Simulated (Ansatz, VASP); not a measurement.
## Ca2As2Pt: VASP beside Ansatz

File INCAR:

```
PREC     = Accurate       # precision mode
ENCUT    = 520            # plane-wave cutoff, eV
EDIFF    = 1E-6           # SCF threshold, eV
ISMEAR   = 1              # smearing method
SIGMA    = 0.1129         # smearing width, eV
LREAL    = False          # projectors in reciprocal space
LASPH    = True           # aspherical terms in the spheres
NELM     = 60             # most SCF steps
ALGO     = Normal         # electronic algorithm
ISIF     = 2              # what is computed and relaxed
LWAVE    = False          # write WAVECAR
LCHARG   = False          # write CHGCAR
NBANDS   = 28             # bands
```

The input KPOINTS:

```
Automatic mesh
0
Gamma
  5 5 5
```

The input POSCAR:

```
Ca2As2Pt
1.0
    0.0000000000      4.4551220000      0.0000000000
    4.4551220000      0.0000000000      0.0000000000
    2.2275610000      2.2275610000     -5.2596090000
Pt Ca As
1 2 2
Direct
    0.0000000000      0.0000000000      0.0000000000
    0.7500000000      0.2500000000      0.5000000000
    0.2500000000      0.7500000000      0.5000000000
    0.3842000000      0.3842000000      0.2316000000
    0.6158000000      0.6158000000      0.7684000000
```

Input for Ansatz:

```yaml
crystal:
  lattice:
    - [0.0, 4.455122, 0.0]
    - [4.455122, 0.0, 0.0]
    - [2.227561, 2.227561, -5.259609]
  atoms:
    - { symbol: Pt, position: [0.0, 0.0, 0.0] }
    - { symbol: Ca, position: [0.75, 0.25, 0.5] }
    - { symbol: Ca, position: [0.25, 0.75, 0.5] }
    - { symbol: As, position: [0.3842, 0.3842, 0.2316] }
    - { symbol: As, position: [0.6158, 0.6158, 0.7684] }
  symmetry: { tolerance: 0.0003 }
kpoints:
  mp_grid: { grid: [5, 5, 5], shift: [0, 0, 0] }
magnetization:
  spin_polarized: false
scf:
  occupations: { method: cold, width: 0.1129 }
hamiltonian:
  pseudopotentials: { kind: paw }
  xc: lda
basis:
  ecutwfc: 420
output:
  forces: true
  stress: true
  eigenvalues: true
```

Alike in both runs: task single point; functional LDA; k mesh 5 × 5 × 5; no spin polarisation.

|  | VASP | Ansatz |
| --- | --- | --- |
| version | VASP 6.6.1 | Ansatz 0.2.0 |
| potentials or method | VASP PAW LDA potentials, release 64 (Pt, Ca_sv, As), cutoff 520 eV | PAW plane waves |
| occupations | methfessel-paxton of order 1, width 0.1129 eV | cold, width 0.1129 eV |
| valence electrons in the cell | 40 | 68 |

```csv
,VASP,Ansatz,Ansatz less VASP
gap on the k mesh at the Fermi level (eV),none,none,-
pressure (GPa),8.6,8.1,-0.49
"traceless stress, the component that is largest in VASP (GPa)",-9.24,-9.34,-0.101
rms of the force components (eV/Å),1.250,1.246,-0.0040
```

LDA's correlation is that of Perdew and Zunger in VASP and of Perdew and Wang (1992) in Ansatz. Atom by atom the forces differ by 0.004 eV/Å (rms over components). A gap of «none» marks a metal or a gap that the smearing closes. VASP's potentials hold 40 valence electrons a cell and Ansatz's 68, so a difference there can come from the potentials and not from the codes.

Neither program's run includes spin-orbit coupling.
